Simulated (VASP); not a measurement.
Here is a VASP 6.6.1 calculation.

The input INCAR:

```
  PREC = Accurate
  ENCUT = 500
  EDIFF = 1E-6
  ISMEAR = 0
  SIGMA = 0.1
  LREAL = False
  LASPH = True
  NELM = 120
  ALGO = Normal
  ISIF = 2
  LWAVE = False
  LCHARG = False
  GGA = PE
  NBANDS = 16
  GGA_COMPAT = False
```

KPOINTS

```
Automatic mesh
0
Gamma
  10 10 9
```

Contents of POSCAR:

```
TiB2
1.0
    3.0292000000      0.0000000000      0.0000000000
   -1.5146000000      2.6233640000      0.0000000000
    0.0000000000      0.0000000000      3.2284000000
Ti B
1 2
Direct
    0.0033012016      0.0000000000      0.0000000000
    0.3333333333      0.6666666667      0.5000000000
    0.6666666667      0.3333333333      0.5000000000
```

Potentials or basis: VASP PAW PBE potentials, release 64 (Ti_sv, B).

Run with:

```bash
$ cat potpaw_PBE.64/Ti_sv/POTCAR potpaw_PBE.64/B/POTCAR > POTCAR
$ mpirun -np 1 vasp_std > vasp.out
```

Question: Estimate the pressure.

Answer: 0.5 GPa.

Question: Estimate the largest force.

Answer: 0.143 eV/Å.

Question: Estimate the band gap on the k mesh.

Answer: Zero (band 9 reaches 10.19 eV, above the bottom of band 10 at 9.83 eV).

Forces on the atoms (eV/Å):
```
Ti  -0.143  0.000  0.000
B    0.071  0.000  0.000
B    0.071  0.000  0.000
```
